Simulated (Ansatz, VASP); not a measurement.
**MgO in VASP and in Ansatz**

```xyz
2
Lattice="0.0000 2.1230 2.1230 2.1230 0.0000 2.1230 2.1230 2.1230 0.0000" Properties=species:S:1:pos:R:3 pbc="T T T"
Mg    0.0000    0.0000    0.0000
O     2.1230    2.1230    2.1230
```

Alike in both runs: task single point; functional r2SCAN; k mesh 8 × 8 × 8; no spin polarisation.

|  | VASP | Ansatz |
| --- | --- | --- |
| version | VASP 6.6.1 | Ansatz 0.2.0 |
| potentials or method | VASP PAW PBE potentials, release 64 (Mg, O) | plane waves, PAW |
| plane-wave cutoff (eV) | 520 | 500 |
| occupations | gaussian, width 0.01 eV | fixed |
| valence electrons in the cell | 8 | 16 |

|  | VASP | Ansatz | Ansatz less VASP |
| --- | --- | --- | --- |
| gap on the k mesh at the Fermi level (eV) | 5.36 | 5.39 | +0.025 |
| pressure (GPa) | -5.8 | -4.6 | +1.13 |

VASP's potentials were made for PBE, not for r2SCAN. VASP's potentials hold 8 valence electrons a cell and Ansatz's 16, so a difference there can come from the potentials and not from the codes.
